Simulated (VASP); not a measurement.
N, 2 atoms in the cell. The structure is hexagonal, space group P6_3/mmc (No. 194). The conventional cell has a = 2.519 Å, b = 2.519 Å, c = 2.446 Å, α = 90.00°, β = 90.00°, γ = 120.00°. N (site symmetry -6m2) has 8 N at 1.90 to 2.45 Å within 2.5 Å. 

| Item | Value |
| --- | --- |
| Program | VASP 6.6.1 |
| Task | single point |
| Functional | PBE |
| Potentials or basis | VASP PAW PBE potentials, release 64 (N) |
| Cutoff | 520 eV |
| k mesh | 8 × 8 × 7 |
| Occupations | gaussian, width 0.1 eV |
| Spin | no spin polarisation |
| Dipole correction | no |
| Further INCAR settings | ALGO = Normal; EDIFF = 1e-06; NBANDS = 12 |

Potentials or basis: VASP PAW PBE potentials, release 64 (N).

Command:

```sh
$ cat potpaw_PBE.64/N/POTCAR > POTCAR
$ mpirun -np 1 vasp_std > vasp.out
```

Hardware: 1 thread of AMD EPYC 9R45 96-Core Processor (Zen 5) (shared host).

Question: Estimate the wall time of this run.

Answer: It took 3.2 s on 1 thread of AMD EPYC 9R45 96-Core Processor (Zen 5) (shared host), peak memory 0.08 GiB. Counts: scf iterations 10, k points 40.
